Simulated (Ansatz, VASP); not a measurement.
## CdF2 in VASP and in Ansatz

POSCAR

```
CdF2
1.0
    2.6456748444      2.6456748444      0.0000000000
   -2.6456748444      2.6456748444      0.0000000000
    0.0000000000      2.6456748444      2.6456748444
Cd F
1 2
Direct
    0.0000000000      0.0000000000      0.0000000000
    0.2500000000      0.7500000000      0.5000000000
    0.7500000000      0.2500000000      0.5000000000
```

INCAR.step1

```
SYSTEM = CdF2
PREC = Accurate ; ENCUT = 520
ISMEAR = 0 ; SIGMA = 0.01
LREAL = .False. ; LASPH = .True.
NELM = 80 ; NBANDS = 20
GGA = PE ; ALGO = Normal
EDIFF = 1E-4 ; LWAVE = .True.
LCHARG = .False.
```

File INCAR.step2:

```
SYSTEM = CdF2
PREC = Accurate ; ENCUT = 520
EDIFF = 1E-6 ; ISMEAR = 0
SIGMA = 0.01 ; LREAL = .False.
LASPH = .True. ; NELM = 80
ALGO = Normal ; ISIF = 2
LWAVE = .False. ; LCHARG = .False.
METAGGA = R2SCAN ; LMIXTAU = .True.
NBANDS = 20 ; ISTART = 1
```

Contents of KPOINTS:

```
regular mesh
0
Gamma
  8 8 8
  0 0 0
```

Input for Ansatz:

```yaml
crystal:
  lattice:
    - [2.64567484442, 2.64567484442, 0.0]
    - [-2.64567484442, 2.64567484442, 0.0]
    - [0.0, 2.64567484442, 2.64567484442]
  atoms:
    - { symbol: Cd, position: [0.0, 0.0, 0.0] }
    - { symbol: F, position: [0.25, 0.75, 0.5] }
    - { symbol: F, position: [0.75, 0.25, 0.5] }
kpoints:
  mp_grid: { grid: [8, 8, 8] }
scf:
  occupations: { method: fixed }
  convergence: { dr2_threshold: 1.0e-10 }
hamiltonian:
  xc: r2scan
  pseudopotentials: { kind: paw }
output:
  forces: true
  stress: true
  eigenstates:
    kpoints:
      - [0.0, 0.0, 0.0]
      - [-0.75, 0.25, -0.25]
      - [-0.75, -0.25, -0.5]
      - [-0.5, -0.5, -0.75]
      - [-0.5, -0.5, -0.5]
      - [-0.5, 0.5, 0.0]
      - [0.0, 0.0, -0.5]
      - [0.0, -0.5, -0.5]
      - [0.0, 0.5, 0.0]
      - [-0.5, 0.0, 0.0]
      - [-0.5, 0.0, -0.5]
  eigenvalues: true
```

Alike in both runs: task single point; functional r2SCAN; k mesh 8 × 8 × 8; no spin polarisation.

|  | VASP | Ansatz |
| --- | --- | --- |
| version | VASP 6.6.1 | Ansatz 0.2.0 |
| potentials or method | VASP PAW PBE potentials, release 64 (Cd, F) | PAW with Ansatz's default frozen-core files, scalar-relativistic |
| plane-wave cutoff (eV) | 520 | 500 |
| occupations | gaussian, width 0.01 eV | fixed |
| valence electrons in the cell | 26 | 34 |

VASP gave:

```
gap on the k mesh at the Fermi level (eV) : 3.95
pressure (GPa)                            : 8.4
```

Problem. Which values does Ansatz return?

Solution. gap on the k mesh at the Fermi level (eV): 4.00; pressure (GPa): 7.0.

VASP's potentials were made for PBE, not for r2SCAN. VASP's potentials hold 26 valence electrons a cell and Ansatz's 34, so a difference there can come from the potentials and not from the codes.
